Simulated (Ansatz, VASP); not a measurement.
One calculation of Hf, two programs

```
Hf
1.0
    -1.80500    1.80500    1.80500
     1.80500   -1.80500    1.80500
     1.80500    1.80500   -1.80500
Hf
1
Cartesian
  0.0000 0.0000 0.0000
```

Alike in both runs: functional PBEsol; k mesh 7 × 7 × 7; occupations fermi-dirac, width 0.05 eV; non-collinear spin, spin-orbit coupling.

|  | VASP | Ansatz |
| --- | --- | --- |
| version | VASP 6.6.1 | Ansatz 0.2.0 |
| potentials or method | VASP PAW PBE potentials, release 64 (Hf_pv) | Ansatz PAW |
| plane-wave cutoff (eV) | 520 | 420 |
| valence electrons in the cell | 10 | 26 |
| task | single point | band structure |

|  | VASP | Ansatz | Ansatz less VASP |
| --- | --- | --- | --- |
| pressure (GPa) | -8.6 | -8.3 | +0.27 |
| net moment per atom (μB) | 0.00 | 0.00 | 0.000 |

VASP's potentials were made for PBE, not for PBEsol. VASP's potentials hold 10 valence electrons a cell and Ansatz's 26, so a difference there can come from the potentials and not from the codes.
